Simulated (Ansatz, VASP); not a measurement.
# One calculation of Pd, two programs

File INCAR:

```
PREC = Accurate
ENCUT = 520
EDIFF = 1E-8
ISMEAR = -1
SIGMA = 0.05
LREAL = False
LASPH = True
NELM = 80
ALGO = Normal
ISIF = 2
LWAVE = False
LCHARG = False
GGA = CA
LEFG = True
NBANDS = 11
```

Contents of KPOINTS:

```
regular mesh
0
Gamma
  18 18 18
```

File POSCAR:

```
Pd
1.0
    0.0000000000      1.8865530000      1.9449000000
    1.8865530000      0.0000000000      1.9449000000
    1.8865530000      1.8865530000      0.0000000000
Pd
1
Direct
    0.0000000000      0.0000000000      0.0000000000
```

Input for Ansatz:

```yaml
crystal:
  lattice:
    - [0.0, 1.886553, 1.9449]
    - [1.886553, 0.0, 1.9449]
    - [1.886553, 1.886553, 0.0]
  atoms:
    - { symbol: Pd, position: [0.0, 0.0, 0.0] }
kpoints:
  mp_grid: { grid: [18, 18, 18] }
scf:
  occupations: { method: fermi_dirac, width: 0.05 }
hamiltonian:
  xc: lda
  pseudopotentials: { kind: paw }
output:
  forces: true
  stress: true
  eigenvalues: true
  efg: { contact_densities: true }
```

Change from the starting cell: equal xx and yy strain of -3 %, PAW files.

Alike in both runs: task electric field gradients; functional LDA; k mesh 18 × 18 × 18; occupations fermi-dirac, width 0.05 eV; no spin polarisation.

```csv
,VASP,Ansatz
version,VASP 6.6.1,Ansatz 0.2.0
potentials or method,"VASP PAW LDA potentials, release 64 (Pd)","PAW with Ansatz's default frozen-core files, scalar-relativistic"
plane-wave cutoff (eV),520,420
valence electrons in the cell,10,18
```

|  | VASP | Ansatz | Ansatz less VASP |
| --- | --- | --- | --- |
| pressure (GPa) | 5.6 | 5.3 | -0.29 |
| traceless stress, the component that is largest in VASP (GPa) | -1.71 | -1.72 | -0.015 |
| size of Vzz on the site where it differs most (V/Å²) | 2.7 | 4.9 | +2.21 |

LDA's correlation is that of Perdew and Zunger in VASP and of Perdew and Wang (1992) in Ansatz. VASP's potentials hold 10 valence electrons a cell and Ansatz's 18, so a difference there can come from the potentials and not from the codes.
